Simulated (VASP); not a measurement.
**CaPd2S2: single point with r2SCAN+U**

Crystal: CaPd2S2.

```
Pd Ca S
1.0
     2.00259    3.46859    0.00000
    -2.00259    3.46859    0.00000
     0.00000    0.00000    6.63091
Pd Ca S
2 1 2
Direct
  0.33330 0.33340 0.37649
  0.66670 0.66660 0.62351
  0.00000 0.00000 0.00000
  0.33330 0.33340 0.74630
  0.66670 0.66660 0.25370
```

```json
{
 "Program": "VASP 6.6.1",
 "Task": "single point",
 "Functional": "r2SCAN",
 "Potentials or basis": "VASP PAW PBE potentials, release 64 (Pd, Ca_sv, S)",
 "Cutoff": "520 eV",
 "k mesh": "5 × 5 × 3",
 "Occupations": "gaussian, width 0.0766 eV",
 "Spin": "no spin polarisation",
 "Hubbard terms": "Pd d U = 3.38 eV",
 "Dipole correction": "no",
 "Further INCAR settings": "ALGO = Normal; EDIFF = 1e-07; NBANDS = 29"
}
```

```json
{
  "Pressure": "-1.2 GPa",
  "Largest force": "0.207 eV/Å",
  "Band gap on the k mesh": "zero (bands 21 and 22 overlap by 0.57 eV)"
}
```

Forces in eV/Å, atoms in the order of the input:
```
Pd  -0.001  0.000 -0.121
Pd   0.001  0.000  0.121
Ca   0.000  0.000  0.000
S    0.000  0.000  0.207
S    0.000  0.000 -0.207
```

Stress tensor (GPa, compression positive):
```
-0.93  0.00  0.00
 0.00 -0.93  0.00
 0.00  0.00 -1.65
```

Levels at points of the mesh, in eV from the Fermi level:
```tsv
k point	band 18	band 19	band 20	band 21	band 22	band 23	band 24	band 25
(0.00, 0.00, 0.00)	-0.07	-0.07	0.52	0.55	0.55	1.74	3.47	3.75
```

Eigenvalues of the final occupation matrices:
| site | spin | trace | eigenvalues |
| --- | --- | --- | --- |
| site 1 d | 1 | 4.49 | 0.87 0.87 0.89 0.93 0.93 |
| site 1 d | 2 | 4.49 | 0.87 0.87 0.89 0.93 0.93 |
| site 2 d | 1 | 4.49 | 0.87 0.87 0.89 0.93 0.93 |
| site 2 d | 2 | 4.49 | 0.87 0.87 0.89 0.93 0.93 |

It took 4.3 min on 1 thread of Intel(R) Xeon(R) Platinum 8259CL CPU @ 2.50GHz (Skylake/Cascade Lake) (shared host), peak memory 0.24 GiB.

Caveat: the k points lie up to 0.36 Å⁻¹ apart, too coarse for converged energies and pressures of a metal; the PAW data sets were made with another functional, which shifts forces and pressure a little; U without spin polarisation on a metal has little footing.
